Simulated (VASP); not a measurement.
Input of a VASP 6.6.1 run:

The input INCAR:

```
PREC = Accurate
ENCUT = 520
EDIFF = 1E-6
ISMEAR = 0
SIGMA = 0.15
LREAL = F
LASPH = T
NELM = 60
ALGO = Normal
ISIF = 2
LWAVE = F
LCHARG = F
NBANDS = 14
```

Contents of KPOINTS:

```
Automatic mesh
0
Gamma
  18 18 18
```

The input POSCAR:

```
HfN
1.0
    0.0000000000      2.2339756793      2.2339756793
    2.2339756793      0.0000000000      2.2339756793
    2.2339756793      2.2339756793      0.0000000000
Hf N
1 1
Direct
    0.0000000000      0.0031615509      0.0000000000
    0.5000000000      0.4597130798      0.5000000000
```

Potentials or basis: VASP PAW LDA potentials, release 64 (Hf_pv, N).

The run is started by

```sh
$ cat potpaw_LDA.64/Hf_pv/POTCAR potpaw_LDA.64/N/POTCAR > POTCAR
$ mpirun -np 1 vasp_std > vasp.out
```

**Question.** Estimate the largest force.

**Answer.** 1.731 eV/Å.

**Question.** Estimate the pressure.

**Answer.** 1.6 GPa.

**Question.** Predict the band gap on the k mesh.

**Answer.** Zero (an odd number of electrons rules out a gap without spin polarisation).

Forces on the atoms (eV/Å):
```
Hf  -1.224  0.000 -1.224
N    1.224  0.000  1.224
```

Caveat: the cell differs from its parent crystal (atoms displaced along a vibrational mode); spin-orbit coupling is left out, which moves the levels of the heavy elements; forces of over 1 eV/Å act on the atoms, so gaps and moduli don't describe the material at rest.
